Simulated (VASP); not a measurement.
# Rb (Fm-3m) in VASP: a series of runs, part 2 of 2

VASP 6.6.1. Earlier steps stand in the parts before.

## (6) Single point, PBE

The input, INCAR:

```
SYSTEM = Rb
ALGO = Fast
EDIFF = 1E-6
ENCUT = 520
GGA = PE
ISIF = 2
ISMEAR = -1
LASPH = .True.
LCHARG = .True.
LELF = .True.
LREAL = .False.
LVHAR = .True.
LWAVE = .False.
NBANDS = 10
NELM = 80
PREC = Accurate
SIGMA = 0.008617333262145177
```

The input, KPOINTS:

```
k-points
0
Gamma
  6 6 6
  0 0 0
```

The input, POSCAR:

```
Rb
1.0
    0.0000000000      3.6398846700      3.6398846700
    3.6398846700      0.0000000000      3.6398846700
    3.6398846700      3.6398846700      0.0000000000
Rb
1
Direct
    0.0000000000      0.0000000000      0.0000000000
```

Potentials or basis: VASP PAW PBE potentials, release 64 (Rb_sv).

The run is started by

```sh
$ cat potpaw_PBE.64/Rb_sv/POTCAR > POTCAR
$ mpirun -np 1 vasp_std > vasp.out
```

OUTCAR:

```text
SYSTEM = Rb
   EDIFF = 1E-6
   ENCUT = 520
   GGA = PE
   ISIF = 2
   ISMEAR = -1
   LASPH = .True.
   LREAL = .False.
   NELM = 80
   PREC = Accurate

 ion  position               nearest neighbor table
   1  0.000  0.000  0.000-

  LATTYP: Found a face centered cubic cell.
 ALAT       =     7.2797693400

  Lattice vectors:

 A1 = (   0.0000000000,   3.6398846700,   3.6398846700)
 A2 = (   3.6398846700,   0.0000000000,   3.6398846700)
 A3 = (   3.6398846700,   3.6398846700,   0.0000000000)

Analysis of symmetry for initial positions (statically):
=====================================================================
 Subroutine PRICEL returns:
 Original cell was already a primitive cell.

 Routine SETGRP: Setting up the symmetry group for a
 face centered cubic supercell.

 Subroutine GETGRP returns: Found 48 space group operations
 (whereof 48 operations were pure point group operations)
 out of a pool of 48 trial point group operations.

The static configuration has the point symmetry O_h .

Analysis of symmetry for dynamics (positions and initial velocities):
=====================================================================
 Subroutine PRICEL returns:
 Original cell was already a primitive cell.

 Routine SETGRP: Setting up the symmetry group for a
 face centered cubic supercell.

 Subroutine GETGRP returns: Found 48 space group operations
 (whereof 48 operations were pure point group operations)
 out of a pool of 48 trial point group operations.

The dynamic configuration has the point symmetry O_h .

 Subroutine INISYM returns: Found 48 space group operations
 (whereof 48 operations are pure point group operations),
 and found     1 'primitive' translations

[... 105 lines left out ...]
  Fermi-wavevector in a.u.,A,eV,Ry     =   0.742548  1.403213  7.501953  0.551378
  Thomas-Fermi vector in A             =   1.837453
   LORBIT       =      0    0 simple, 1 ext, 2 COOP (PROOUT), +10 PAW based schemes
   GGA     = PE    functional components
   LHFCALC =     F    Hartree Fock is set to
   AEXX    =    0.0000 exact exchange contribution
   IVDW    =     0    specifies the selected vdW correction
   LEPSILON=     F    determine dielectric tensor
   LRPA    =     F    only Hartree local field effects (RPA)
 non-spin polarized calculation
 RMM-DIIS sequential band-by-band and
  energy-cutoff  :      520.00
  volume of cell :       96.45
 maximum number of plane-waves:      2637
 NGX is ok and might be reduce to    40
   NGX = 19   NGY = 19   NGZ = 19

 number of electron       9.0000000 magnetization

 Free energy of the ion-electron system (eV)
  ---------------------------------------------------
  ext. energy  EPLUGINS =         0.00000000
  ---------------------------------------------------
  free energy    TOTEN  =        -0.92550456 eV

  energy without entropy =       -0.92452441  energy(sigma->0) =       -0.92501449

 E-fermi :  -0.2336     XC(G=0):  -5.3284

 val. band max:       -0.2451001325   @ k =   0.5000   0.3333   0.1667
 cond. band min:       0.0271403614   @ k =   0.5000   0.0000   0.0000
 fundamental gap:      0.2722404939
 Fermi energy:        -0.2335955470

 k-point     1 :       0.0000    0.0000    0.0000
  band No.  band energies     occupation
      1     -29.0451      2.00000
      2     -13.0934      2.00000
      3     -13.0934      2.00000
      4     -13.0934      2.00000
      5      -2.0115      2.00000
      6       3.4265      0.00000
      7       3.4265      0.00000
      8       3.4265      0.00000
      9       4.7055      0.00000
     10       4.7055      0.00000
[... 183 lines left out ...]
 k-point    16 :      -0.3333    0.5000    0.1667
  band No.  band energies     occupation
      1     -29.0413      2.00000
      2     -13.1546      2.00000
      3     -13.1326      2.00000
      4     -13.1221      2.00000
      5       0.8768      0.00000
      6       1.2960      0.00000
      7       1.5310      0.00000
      8       2.6276      0.00000
      9       4.7297      0.00000
     10       5.2367      0.00000

------------------------ aborting loop because EDIFF is reached ----------------------------------------

  FORCE on cell =-STRESS in cart. coord.  units (eV):
  Direction    XX          YY          ZZ          XY          YZ          ZX
  --------------------------------------------------------------------------------------
  -------------------------------------------------------------------------------------
  Total       -0.0738928     -0.0738928     -0.0738928     -0.0000000     -0.0000000      0.0000000
  in kB       -1.2274952     -1.2274952     -1.2274952     -0.0000000     -0.0000000      0.0000000
  external PRESSURE =      -1.2274952 kB  Pullay stress =       0.0000000 kB

 VOLUME and BASIS-vectors are now :
 -----------------------------------------------------------------------------
  energy-cutoff  :      520.00
  volume of cell :       96.45
      direct lattice vectors                 reciprocal lattice vectors
     0.000000000  3.639884670  3.639884670    -0.137366990  0.137366990  0.137366990
     3.639884670  0.000000000  3.639884670     0.137366990 -0.137366990  0.137366990
     3.639884670  3.639884670  0.000000000     0.137366990  0.137366990 -0.137366990

 POSITION                                       TOTAL-FORCE (eV/Angst)
 -----------------------------------------------------------------------------------
      0.00000      0.00000      0.00000        -0.000000      0.000000      0.000000
 -----------------------------------------------------------------------------------
    total drift:                               -0.000000     -0.000000     -0.000000

  FREE ENERGIE OF THE ION-ELECTRON SYSTEM (eV)
  ---------------------------------------------------
  free  energy   TOTEN  =        -0.9255045583 eV

  energy  without entropy=       -0.9245244133  energy(sigma->0) =       -0.92501449
```

OSZICAR:

```text
N       E                     dE             d eps       ncg     rms          rms(c)
DAV:   1     0.434406979225E+02    0.43441E+02   -0.34232E+03   320   0.666E+02
DAV:   2     0.216740561413E+01   -0.41273E+02   -0.40270E+02   354   0.123E+02
DAV:   3    -0.806887236528E+00   -0.29743E+01   -0.29297E+01   426   0.337E+01
DAV:   4    -0.922059916601E+00   -0.11517E+00   -0.11508E+00   460   0.580E+00
DAV:   5    -0.923618745311E+00   -0.15588E-02   -0.15588E-02   422   0.655E-01    0.116E+00
RMM:   6    -0.924369538144E+00   -0.75079E-03   -0.12943E-03   356   0.235E-01    0.706E-01
RMM:   7    -0.925388557164E+00   -0.10190E-02   -0.31110E-03   367   0.349E-01    0.470E-02
RMM:   8    -0.925499886867E+00   -0.11133E-03   -0.18329E-04   427   0.929E-02    0.725E-03
RMM:   9    -0.925503078713E+00   -0.31918E-05   -0.42371E-05   513   0.324E-02    0.558E-03
RMM:  10    -0.925504288257E+00   -0.12095E-05   -0.93025E-06   490   0.141E-02    0.351E-03
RMM:  11    -0.925504558291E+00   -0.27003E-06   -0.27409E-06   427   0.709E-03
   1 F= -.92550456E+00 E0= -.92501449E+00  d E =-.980145E-03
```

stdout:

```text
POSCAR found type information on POSCAR Rb
 POSCAR found :  1 types and       1 ions
 scaLAPACK will be used
 LDA part: xc-table for (Slater+PW92), standard interpolation
 POSCAR, INCAR and KPOINTS ok, starting setup
 FFT: planning ... GRIDC
 FFT: planning ... GRID_SOFT
 FFT: planning ... GRID
 WAVECAR not read
 entering main loop
```

It took 19 s on 1 thread of Intel Xeon Platinum 8259CL at 2.50GHz (Skylake/Cascade Lake), shared host; peak memory 0.22 GiB.

What came out:

| Property | Result |
| --- | --- |
| Free energy | -0.9255 eV |
| Pressure | -0.1 GPa |

Levels at points of the mesh, in eV from the Fermi level:
```tsv
k point	band 1	band 2	band 3	band 4	band 5	band 6	band 7	band 8	band 9	band 10
(0.00, 0.00, 0.00)	-28.81	-12.86	-12.86	-12.86	-1.78	3.66	3.66	3.66	4.94	4.94
(0.50, 0.00, 0.00)	-28.81	-12.94	-12.87	-12.87	0.26	0.74	3.46	3.46	5.47	5.68
(0.50, 0.50, 0.00)	-28.81	-12.93	-12.89	-12.89	0.77	1.45	1.96	4.42	4.42	4.75
```

## (7) The runs side by side

```tsv
spin	cell	k mesh	smearing	gap on the mesh (eV)	pressure (GPa)
off	a = 5.148 Å, angles 60.0°, 1 atom	2 × 5 × 5	gaussian 0.1 eV	none	-0.1
off	a = 5.424 Å, angles 60.0°, 1 atom	4 × 4 × 4	gaussian 0.1 eV	none	-0.4
collinear, ferromagnetic start	a = 5.148 Å, angles 60.0°, 1 atom	2 × 2 × 2	methfessel-paxton 0.018 eV	none	0.0
off	a = 4.679 Å, angles 60.0°, 1 atom	3 × 2 × 5	gaussian 0.1 eV	none	1.0
off	a = 5.148 Å, angles 60.0°, 1 atom	6 × 6 × 6	fermi-dirac 0.00861733 eV	none	-0.1
```

Alike in all rows: task single point; level PBE; potentials or basis VASP PAW PBE potentials, release 64 (Rb_sv); cutoff (eV) 520.

Caveats: some runs use coarse meshes.

Absolute energies hang on the potentials; compare differences alone.
